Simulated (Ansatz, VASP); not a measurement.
## MgS in VASP and in Ansatz

```
Mg S
1.0
     0.00000    2.57563    2.60165
     2.57563    0.00000    2.60165
     2.57563    2.57563    0.00000
Mg S
1 1
Direct
  0.00000 0.00000 0.00000
  0.50000 0.50000 0.50000
```

Change from the starting cell: x and y stretched by -1 %, z held.

Alike in both runs: task single point; functional PBE; k mesh 8 × 8 × 8; occupations fermi-dirac, width 0.01 eV; no spin polarisation.

|  | VASP | Ansatz |
| --- | --- | --- |
| version | VASP 6.6.1 | Ansatz 0.2.0 |
| potentials or method | VASP PAW PBE potentials, release 64 (Mg, S), cutoff 520 eV | all-electron LAPW, scalar-relativistic |

VASP gave:

```
gap on the k mesh at the Fermi level (eV)                     : 2.77
pressure (GPa)                                                : 2.5
traceless stress, the component that is largest in VASP (GPa) : -0.78
```

**Question.** Estimate Ansatz's values.

**Answer.** gap on the k mesh at the Fermi level (eV): 2.78; pressure (GPa): 2.8; traceless stress, the component that is largest in VASP (GPa): -0.78.

Ansatz ran all-electron here, and VASP with PAW potentials.
